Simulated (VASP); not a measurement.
# Al3GaN4 (P-42m) in VASP: further runs, part 2 of 2

VASP 6.6.1.

## 4. Single point, PBEsol (9.56 Å³/atom)

File INCAR:

```
SYSTEM = Al3GaN4
  ALGO = Normal
  EDIFF = 1E-6
  ENCUT = 520
  GGA = PS
  ISIF = 2
  ISMEAR = 0
  LASPH = .True.
  LCHARG = .False.
  LREAL = .False.
  LWAVE = .False.
  NBANDS = 31
  NELM = 60
  PREC = Accurate
  SIGMA = 0.05
```

File KPOINTS:

```
k-points
0
Gamma
  6 6 6
  0 0 0
```

File POSCAR:

```
Al3GaN4
1.0
    4.5098950524      0.0000000000      0.0000000000
    0.0000000000      4.5098950524      0.0000000000
    0.0000000000      0.0000000000      3.7594485157
Al Ga N
3 1 4
Direct
    0.5000000000      0.5000000000      0.0000000000
    0.5000000000      0.0000000000      0.5000000000
    0.0000000000      0.5000000000      0.5000000000
    0.0000000000      0.0000000000      0.0000000000
    0.7447140287      0.7447140287      0.2552859713
    0.7447140287      0.2552859713      0.7447140287
    0.2552859713      0.7447140287      0.7447140287
    0.2552859713      0.2552859713      0.2552859713
```

Potentials or basis: VASP PAW PBE potentials, release 64 (Al, Ga_d, N).

The run is started by

```
cat potpaw_PBE.64/Al/POTCAR potpaw_PBE.64/Ga_d/POTCAR potpaw_PBE.64/N/POTCAR > POTCAR
mpirun -np 1 vasp_std > vasp.out
```

OUTCAR:

```text
SYSTEM = Al3GaN4
   EDIFF = 1E-6
   ENCUT = 520
   GGA = PS
   ISIF = 2
   ISMEAR = 0
   LASPH = .True.
   LREAL = .False.
   NELM = 60
   PREC = Accurate

 ion  position               nearest neighbor table
   1  0.500  0.500  0.000-   5 1.83   6 1.83   7 1.83   8 1.83   2 2.94   3 2.94   2 2.94   3 2.94
                             2 2.94   2 2.94   3 2.94   3 2.94
   2  0.500  0.000  0.500-   5 1.84   6 1.84   7 1.84   8 1.84   1 2.94   4 2.94   1 2.94   4 2.94
                             1 2.94   1 2.94   4 2.94   4 2.94   3 3.19   3 3.19   3 3.19   3 3.19
   3  0.000  0.500  0.500-   5 1.84   6 1.84   7 1.84   8 1.84   1 2.94   4 2.94   1 2.94   4 2.94
                             4 2.94   4 2.94   1 2.94   1 2.94   2 3.19   2 3.19   2 3.19   2 3.19
[... 1037 lines left out ...]
  external PRESSURE =     241.0320935 kB  Pullay stress =       0.0000000 kB

 VOLUME and BASIS-vectors are now :
 -----------------------------------------------------------------------------
  energy-cutoff  :      520.00
  volume of cell :       76.46
      direct lattice vectors                 reciprocal lattice vectors
     4.509895052  0.000000000  0.000000000     0.221734650  0.000000000  0.000000000
     0.000000000  4.509895052  0.000000000     0.000000000  0.221734650  0.000000000
     0.000000000  0.000000000  3.759448516     0.000000000  0.000000000  0.265996461

 POSITION                                       TOTAL-FORCE (eV/Angst)
 -----------------------------------------------------------------------------------
      2.25495      2.25495      0.00000        -0.000000     -0.000000      0.000000
      2.25495      0.00000      1.87972        -0.000000      0.000000      0.000000
      0.00000      2.25495      1.87972        -0.000000      0.000000      0.000000
      0.00000      0.00000      0.00000        -0.000000      0.000000      0.000000
      3.35858      3.35858      0.95973         0.116997      0.116997      0.195527
      3.35858      1.15131      2.79971         0.116997     -0.116997     -0.195527
      1.15131      3.35858      2.79971        -0.116997      0.116997     -0.195527
      1.15131      1.15131      0.95973        -0.116997     -0.116997      0.195527
 -----------------------------------------------------------------------------------
    total drift:                                0.000000      0.000000     -0.000000

  FREE ENERGIE OF THE ION-ELECTRON SYSTEM (eV)
  ---------------------------------------------------
  free  energy   TOTEN  =       -58.8716564194 eV

  energy  without entropy=      -58.8716564193  energy(sigma->0) =      -58.87165642
```

OSZICAR:

```text
N       E                     dE             d eps       ncg     rms          rms(c)
DAV:   1     0.321187437842E+03    0.32119E+03   -0.19731E+04  2790   0.174E+03
DAV:   2    -0.253246068077E+02   -0.34651E+03   -0.32258E+03  2855   0.454E+02
DAV:   3    -0.667180593495E+02   -0.41393E+02   -0.40820E+02  2915   0.127E+02
DAV:   4    -0.682636862068E+02   -0.15456E+01   -0.15403E+01  3226   0.272E+01
DAV:   5    -0.682992569465E+02   -0.35571E-01   -0.35558E-01  3020   0.388E+00    0.171E+01
DAV:   6    -0.588755586911E+02    0.94237E+01   -0.25941E+01  3870   0.599E+01    0.586E+00
DAV:   7    -0.589609851302E+02   -0.85426E-01   -0.35624E+00  2972   0.115E+01    0.414E+00
DAV:   8    -0.588974891340E+02    0.63496E-01   -0.43487E-01  3353   0.683E+00    0.888E-01
DAV:   9    -0.588717406622E+02    0.25748E-01   -0.86930E-02  3956   0.467E+00    0.428E-01
DAV:  10    -0.588715658687E+02    0.17479E-03   -0.13136E-02  2994   0.677E-01    0.175E-01
DAV:  11    -0.588716630423E+02   -0.97174E-04   -0.71049E-04  3987   0.329E-01    0.214E-02
DAV:  12    -0.588716571199E+02    0.59224E-05   -0.13092E-04  3675   0.156E-01    0.155E-02
DAV:  13    -0.588716569244E+02    0.19545E-06   -0.10436E-05  3779   0.383E-02    0.816E-03
DAV:  14    -0.588716564194E+02    0.50506E-06   -0.25685E-06  2444   0.137E-02
   1 F= -.58871656E+02 E0= -.58871656E+02  d E =-.117852E-10
```

Run time: 2.2 min. Hardware: 1 thread of Intel Xeon 8259CL, shared host; peak memory 0.23 GiB.

Results:

```
Free energy            : -58.8717 eV
Pressure               : 24.1 GPa
Largest force          : 0.256 eV/Å
Band gap on the k mesh : 2.63 eV
```

Forces in eV/Å, atoms in the order of the input:
```
Al   0.000  0.000  0.000
Al   0.000  0.000  0.000
Al   0.000  0.000  0.000
Ga   0.000  0.000  0.000
N    0.117  0.117  0.196
N    0.117 -0.117 -0.196
N   -0.117  0.117 -0.196
N   -0.117 -0.117  0.196
```

Stress tensor (GPa, compression positive):
```
21.00  0.00  0.00
 0.00 21.00  0.00
 0.00  0.00 30.31
```

Caveat: the stress differs along the axes, from 21 to 30 GPa; the PAW data sets were made with another functional, which shifts forces and pressure a little. A k mesh can miss the band edges.

## 5. The runs side by side

| cell | gap on the mesh (eV) | pressure (GPa) | largest force (eV/Å) |
| --- | --- | --- | --- |
| a = 4.160, b = 4.160, c = 4.419 Å, 8 atoms | 3.15 | 27.6 | 0.08 |
| a = 4.331, b = 4.331, c = 4.076 Å, 8 atoms | 3.04 | 27.6 | 0.09 |
| a = 4.510, b = 4.510, c = 3.759 Å, 8 atoms | 2.63 | 24.1 | 0.26 |

Alike in all rows: task single point; level PBEsol; potentials or basis VASP PAW PBE potentials, release 64 (Al, Ga_d, N); no spin polarisation; k mesh 6 × 6 × 6; cutoff (eV) 520; smearing gaussian 0.05 eV.

Caveats: the PAW data sets were made with another functional, which shifts forces and pressure a little; the stress differs along the axes, from 22 to 30 GPa (at least some runs); the stress differs along the axes, from 26 to 31 GPa (at least some runs); the stress differs along the axes, from 21 to 30 GPa (at least some runs).

Absolute energies hang on the potentials; compare differences alone.
